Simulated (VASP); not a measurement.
A run of VASP 6.6.1:

POSCAR

```
La
1.0
    0.0000000000      2.6489949933      2.6489949933
    2.6489949933      0.0000000000      2.6489949933
    2.6489949933      2.6489949933      0.0000000000
La
1
Direct
    0.0000000000      0.0000000000      0.0000000000
```

The input INCAR.step1:

```
SYSTEM = La
PREC     = Accurate       ! precision mode
ENCUT    = 520            ! plane-wave cutoff, eV
ISMEAR   = 0              ! smearing method
SIGMA    = 0.05           ! smearing width, eV
LREAL    = .False.        ! projectors in reciprocal space
LASPH    = .True.         ! aspherical terms in the spheres
NELM     = 80             ! most SCF steps
NBANDS   = 12             ! bands
GGA      = PE             ! functional
ALGO     = Normal         ! electronic algorithm
EDIFF    = 1E-4           ! SCF threshold, eV
LWAVE    = .True.         ! write WAVECAR
LCHARG   = .False.        ! write CHGCAR
```

INCAR.step2

```
SYSTEM = La
PREC     = Accurate       ! precision mode
ENCUT    = 520            ! plane-wave cutoff, eV
EDIFF    = 1E-6           ! SCF threshold, eV
ISMEAR   = 0              ! smearing method
SIGMA    = 0.05           ! smearing width, eV
LREAL    = .False.        ! projectors in reciprocal space
LASPH    = .True.         ! aspherical terms in the spheres
NELM     = 80             ! most SCF steps
ALGO     = Normal         ! electronic algorithm
ISIF     = 2              ! what is computed and relaxed
LWAVE    = .False.        ! write WAVECAR
LCHARG   = .False.        ! write CHGCAR
METAGGA  = R2SCAN         ! meta-GGA
LMIXTAU  = .True.       
NBANDS   = 12             ! bands
ISTART   = 1
```

KPOINTS

```
regular mesh
0
Gamma
  14 14 14
  0 0 0
```

Potentials or basis: VASP PAW PBE potentials, release 64 (La).

Run with:

```bash
$ cat potpaw_PBE.64/La/POTCAR > POTCAR
$ cp INCAR.step1 INCAR
$ mpirun -np 1 vasp_std > vasp.out
$ cp INCAR.step2 INCAR
$ mpirun -np 1 vasp_std > vasp.out
```

Hardware: 1 thread of Intel(R) Xeon(R) Platinum 8559C (Emerald Rapids), on a shared host.

Task: Estimate the wall time of this run.

Result: Run time: 120 s on 1 thread of Intel(R) Xeon(R) Platinum 8559C (Emerald Rapids) (shared host), peak memory 0.21 GiB. Counts: k points 104.
